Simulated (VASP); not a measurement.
# Nb (Im-3m) in VASP: further runs

Nb is run at these levels: LDA; tasks: single point, relaxation of cell and atoms.

Program: VASP 6.6.1. These are calculated values, not measurements. Logs are shortened: lines on timing, memory, paths and dates and some standing lists are left out, and cuts for length are marked.

### 1 The cell of the first run

The structure is cubic, space group Im-3m (No. 229). Conventional cell: a = 3.248 Å, b = 3.248 Å, c = 3.248 Å, α = 90.00°, β = 90.00°, γ = 90.00°. Nb (site symmetry m-3m) has 14 Nb at 2.81 to 3.25 Å within 3.7 Å.

### 2 Single point, LDA

INCAR

```
SYSTEM = Nb
  PREC = Accurate
  ENCUT = 520
  EDIFF = 1E-6
  ISMEAR = 0
  SIGMA = 0.1
  LREAL = .False.
  LASPH = .True.
  NELM = 100
  ALGO = Fast
  ISIF = 2
  LWAVE = .False.
  LCHARG = .False.
  NBANDS = 12
```

KPOINTS

```
Automatic mesh
0
Gamma
  18 18 18
  0 0 0
```

POSCAR

```
Nb
1.0
   -1.6238317588      1.6238317588      1.6238317588
    1.6238317588     -1.6238317588      1.6238317588
    1.6238317588      1.6238317588     -1.6238317588
Nb
1
Direct
    0.0000000000      0.0000000000      0.0000000000
```

Potentials or basis: VASP PAW LDA potentials, release 64 (Nb_sv).

The run is started by

```sh
$ cat potpaw_LDA.64/Nb_sv/POTCAR > POTCAR
$ mpirun -np 1 vasp_std > vasp.out
```

OUTCAR:

```text
SYSTEM = Nb
   PREC = Accurate
   ENCUT = 520
   EDIFF = 1E-6
   ISMEAR = 0
   LREAL = .False.
   LASPH = .True.
   NELM = 100
   ISIF = 2

 ion  position               nearest neighbor table
   1  0.000  0.000  0.000-

  LATTYP: Found a body centered cubic cell.
 ALAT       =     3.2476635176

  Lattice vectors:

 A1 = (  -1.6238317588,   1.6238317588,   1.6238317588)
 A2 = (   1.6238317588,  -1.6238317588,   1.6238317588)
 A3 = (   1.6238317588,   1.6238317588,  -1.6238317588)

Analysis of symmetry for initial positions (statically):
=====================================================================
 Subroutine PRICEL returns:
 Original cell was already a primitive cell.

 Routine SETGRP: Setting up the symmetry group for a
 body centered cubic supercell.

 Subroutine GETGRP returns: Found 48 space group operations
 (whereof 48 operations were pure point group operations)
 out of a pool of 48 trial point group operations.

The static configuration has the point symmetry O_h .

Analysis of symmetry for dynamics (positions and initial velocities):
=====================================================================
 Subroutine PRICEL returns:
 Original cell was already a primitive cell.

 Routine SETGRP: Setting up the symmetry group for a
 body centered cubic supercell.

 Subroutine GETGRP returns: Found 48 space group operations
 (whereof 48 operations were pure point group operations)
 out of a pool of 48 trial point group operations.

The dynamic configuration has the point symmetry O_h .

 Subroutine INISYM returns: Found 48 space group operations
 (whereof 48 operations are pure point group operations),
 and found     1 'primitive' translations

----------------------------------------------------------------------------------------

                                     Primitive cell

  volume of cell :      17.1271

  direct lattice vectors                    reciprocal lattice vectors
    -1.623831759  1.623831759  1.623831759     0.000000000  0.307913672  0.307913672
     1.623831759 -1.623831759  1.623831759     0.307913672  0.000000000  0.307913672
     1.623831759  1.623831759 -1.623831759     0.307913672  0.307913672  0.000000000

  length of vectors
     2.812559109  2.812559109  2.812559109     0.435455691  0.435455691  0.435455691

  position of ions in fractional coordinates (direct lattice)
     0.000000000  0.000000000  0.000000000

  ion indices of the primitive-cell ions
   primitive index   ion index
                 1           1

----------------------------------------------------------------------------------------

 KPOINTS: Automatic mesh

Automatic generation of k-mesh.
 Grid dimensions read from file:
 generate k-points for:   18   18   18

 Generating k-lattice:

  Cartesian coordinates                     Fractional coordinates (reciprocal lattice)
     0.000000000  0.017106315  0.017106315     0.055555556  0.000000000  0.000000000
     0.017106315  0.000000000  0.017106315     0.000000000  0.055555556  0.000000000
     0.017106315  0.017106315  0.000000000     0.000000000  0.000000000  0.055555556

  Length of vectors
     0.024191983  0.024191983  0.024191983

  Shift w.r.t. Gamma in fractional coordinates (k-lattice)
     0.000000000  0.000000000  0.000000000

 Subroutine IBZKPT returns following result:
 ===========================================

 Found    195 irreducible k-points:

 Following reciprocal coordinates:
            Coordinates               Weight
  0.000000  0.000000  0.000000      1.000000
  0.055556  0.000000  0.000000     12.000000
  0.111111  0.000000  0.000000     12.000000
  0.166667  0.000000  0.000000     12.000000
  0.222222  0.000000  0.000000     12.000000
  0.277778  0.000000  0.000000     12.000000
[... 16 lines left out ...]
  0.333333  0.111111  0.000000     48.000000
  0.388889  0.111111 -0.000000     48.000000
 [... further k-points ...]
   k-points           NKPTS =    195   k-points in BZ     NKDIM =    195   number of bands    NBANDS=     12
   number of dos      NEDOS =    301   number of ions     NIONS =      1
   total plane-waves  NPLWV =  13824
   dimension x,y,z NGX =    24 NGY =   24 NGZ =   24
   dimension x,y,z NGXF=    48 NGYF=   48 NGZF=   48
   ions per type =               1
   NGX,Y,Z   is equivalent  to a cutoff of  14.19, 14.19, 14.19 a.u.
   NGXF,Y,Z  is equivalent  to a cutoff of  28.37, 28.37, 28.37 a.u.
 SYSTEM =  Nb
   PREC   = accura    normal or accurate (medium, high low for compatibility)
   ISTART =      0    job   : 0-new  1-cont  2-samecut
   ICHARG =      2    charge: 1-file 2-atom 10-const
   ISPIN  =      1    spin polarized calculation?
   LNONCOLLINEAR =      F non collinear calculations
   LSORBIT =      F    spin-orbit coupling
   LASPH  =      T    aspherical Exc in radial PAW
   ENCUT  =  520.0 eV  38.22 Ry    6.18 a.u.   5.23  5.23  5.23*2*pi/ulx,y,z
   NELM   =    100;   NELMIN=  2; NELMDL= -5     # of ELM steps
   EDIFF  = 0.1E-05   stopping-criterion for ELM
   LREAL  =      F    real-space projection
   EDIFFG = 0.1E-04   stopping-criterion for IOM
   NSW    =      0    number of steps for IOM
   IBRION =     -1    ionic relax: 0-MD 1-quasi-New 2-CG
   NFREE  =      0    steps in history (QN), initial steepest desc. (CG)
   ISIF   =      2    stress and relaxation
   ISYM   =      2    0-nonsym 1-usesym 2-fastsym
   POTIM  = 0.5000    time-step for ionic-motion
   TEBEG  =    0.0;   TEEND  =   0.0 temperature during run
   PSTRESS=    0.0 pullay stress
   NELECT =      13.0000    total number of electrons
   NUPDOWN=      -1.0000    fix difference up-down
   EMIN   =  10.00;   EMAX   =-10.00  energy-range for DOS
   EFERMI =   0.00;   METHOD = LEGACY
   ISMEAR =     0;   SIGMA  =   0.10  broadening in eV -4-tet -1-fermi 0-gaus
   EFERMI_NEDOS =   21; number of points for ismear=-14 and -15
   IALGO  =     68    algorithm
   IMIX   =      4    mixing-type and parameters
     AMIX     =   0.40;   BMIX     =  1.00
     AMIX_MAG =   1.60;   BMIX_MAG =  1.00
  volume/ion in A,a.u.               =      17.13       115.58
  Fermi-wavevector in a.u.,A,eV,Ry     =   1.493350  2.822022 30.342271  2.230094
  Thomas-Fermi vector in A             =   2.605762
   LORBIT       =      0    0 simple, 1 ext, 2 COOP (PROOUT), +10 PAW based schemes
   GGA     = CA    functional components
   LHFCALC =     F    Hartree Fock is set to
   AEXX    =    0.0000 exact exchange contribution
   IVDW    =     0    specifies the selected vdW correction
   LEPSILON=     F    determine dielectric tensor
   LRPA    =     F    only Hartree local field effects (RPA)
 non-spin polarized calculation
 RMM-DIIS sequential band-by-band and
 Gauss-broadening in eV      SIGMA  =   0.10
  energy-cutoff  :      520.00
  volume of cell :       17.13
 maximum number of plane-waves:       474
 NGX is ok and might be reduce to    24
   NGX = 11   NGY = 11   NGZ = 11

 number of electron      13.0000001 magnetization

 Free energy of the ion-electron system (eV)
  ---------------------------------------------------
  ext. energy  EPLUGINS =         0.00000000
  ---------------------------------------------------
  free energy    TOTEN  =       -11.25876940 eV

  energy without entropy =      -11.25112008  energy(sigma->0) =      -11.25494474

 E-fermi :  11.7080     XC(G=0): -12.9760

 val. band max:       11.7072024057   @ k =  -0.1111   0.1667   0.0556
 cond. band min:      11.7119377810   @ k =   0.1111   0.0000   0.0000
 fundamental gap:      0.0047353753
 Fermi energy:        11.7080124043

 k-point     1 :       0.0000    0.0000    0.0000
  band No.  band energies     occupation
      1     -42.3007      2.00000
      2     -17.6301      2.00000
      3     -17.6301      2.00000
      4     -17.6301      2.00000
      5       5.7037      2.00000
      6      12.0329      0.00000
      7      12.0329      0.00000
      8      12.0329      0.00000
      9      15.1066      0.00000
     10      15.1066      0.00000
     11      26.0856      0.00000
     12      26.0856      0.00000

 k-point     2 :       0.0556    0.0000    0.0000
  band No.  band energies     occupation
      1     -42.2917      2.00000
      2     -17.6830      2.00000
      3     -17.6460      2.00000
      4     -17.6306      2.00000
      5       5.8403      2.00000
      6      11.9474      0.00071
      7      12.0139      0.00002
      8      12.1640      0.00000
      9      14.9700      0.00000
     10      15.1061      0.00000
     11      26.2065      0.00000
     12      26.3273      0.00000

 k-point     3 :       0.1111    0.0000    0.0000
  band No.  band energies     occupation
      1     -42.2656      2.00000
      2     -17.8336      2.00000
      3     -17.6913      2.00000
      4     -17.6321      2.00000
      5       6.2296      2.00000
      6      11.7119      0.95573
      7      11.9331      0.00146
      8      12.5523      0.00000
      9      14.6811      0.00000
     10      15.1116      0.00000
     11      26.4952      0.00000
     12      27.0159      0.00000

 k-point     4 :       0.1667    0.0000    0.0000
  band No.  band energies     occupation
      1     -42.2255      2.00000
      2     -18.0592      2.00000
      3     -17.7601      2.00000
      4     -17.6344      2.00000
      5       6.8046      2.00000
      6      11.3771      2.00000
      7      11.7616      0.44886
      8      13.1827      0.00000
      9      14.4777      0.00000
     10      15.1408      0.00000
     11      26.7609      0.00000
     12      28.0790      0.00000

 k-point     5 :       0.2222    0.0000    0.0000
  band No.  band energies     occupation
      1     -42.1758      2.00000
      2     -18.3284      2.00000
      3     -17.8434      2.00000
      4     -17.6373      2.00000
      5       7.4290      2.00000
      6      11.0016      2.00000
      7      11.5961      1.88641
      8      14.0291      0.00000
      9      14.4892      0.00000
     10      15.2124      0.00000
     11      26.6450      0.00000
     12      28.5090      0.00000
[... 228 lines left out ...]
      1     -42.1059      2.00000
      2     -18.6413      2.00000
      3     -17.9503      2.00000
      4     -17.7042      2.00000
      5       8.2430      2.00000
      6      10.6519      2.00000
      7      11.2442      2.00000
      8      14.3211      0.00000
      9      15.6065      0.00000
     10      15.7407      0.00000
     11      26.3893      0.00000
     12      27.8238      0.00000

 k-point    22 :       0.2778    0.1111    0.0000
  band No.  band energies     occupation
      1     -42.0582      2.00000
      2     -18.8570      2.00000
      3     -18.0483      2.00000
      4     -17.7102      2.00000
      5       8.3926      2.00000
      6      10.3652      2.00000
      7      11.6829      1.27794
      8      14.6012      0.00000
      9      15.8087      0.00000
     10      16.8589      0.00000
     11      25.4505      0.00000
     12      26.8852      0.00000

 k-point    23 :       0.3333    0.1111    0.0000
  band No.  band energies     occupation
      1     -42.0189      2.00000
      2     -19.0289      2.00000
      3     -18.1286      2.00000
      4     -17.7145      2.00000
      5       8.3054      2.00000
      6      10.1557      2.00000
      7      12.3804      0.00000
      8      14.8900      0.00000
      9      15.9681      0.00000
     10      18.0014      0.00000
     11      24.6871      0.00000
     12      25.6988      0.00000

 k-point    24 :       0.3889    0.1111   -0.0000
  band No.  band energies     occupation
      1     -41.9932      2.00000
      2     -19.1393      2.00000
      3     -18.1809      2.00000
      4     -17.7172      2.00000
      5       8.1848      2.00000
      6      10.0272      2.00000
      7      13.0107      0.00000
      8      15.0154      0.00000
      9      16.1929      0.00000
     10      18.9013      0.00000
     11      24.1592      0.00000
     12      24.7448      0.00000

 [... further k-points ...]
[... 5 lines left out ...]
  --------------------------------------------------------------------------------------
  -------------------------------------------------------------------------------------
  Total       -0.0184079     -0.0184079     -0.0184079      0.0000000      0.0000000      0.0000000
  in kB       -1.7219974     -1.7219974     -1.7219974      0.0000000      0.0000000      0.0000000
  external PRESSURE =      -1.7219974 kB  Pullay stress =       0.0000000 kB

 VOLUME and BASIS-vectors are now :
 -----------------------------------------------------------------------------
  energy-cutoff  :      520.00
  volume of cell :       17.13
      direct lattice vectors                 reciprocal lattice vectors
    -1.623831759  1.623831759  1.623831759     0.000000000  0.307913672  0.307913672
     1.623831759 -1.623831759  1.623831759     0.307913672  0.000000000  0.307913672
     1.623831759  1.623831759 -1.623831759     0.307913672  0.307913672  0.000000000

 POSITION                                       TOTAL-FORCE (eV/Angst)
 -----------------------------------------------------------------------------------
      0.00000      0.00000      0.00000         0.000000     -0.000000      0.000000
 -----------------------------------------------------------------------------------
    total drift:                               -0.000000     -0.000000     -0.000000

  FREE ENERGIE OF THE ION-ELECTRON SYSTEM (eV)
  ---------------------------------------------------
  free  energy   TOTEN  =       -11.2587693953 eV

  energy  without entropy=      -11.2511200788  energy(sigma->0) =      -11.25494474
```

Run time: 2 min. Hardware: 1 thread of AMD EPYC 7R13, shared host; peak memory 0.13 GiB.

Results:

```yaml
Free_energy: -11.2588 eV
Pressure: -0.2 GPa
```

(Continued in part 2 of 2.)
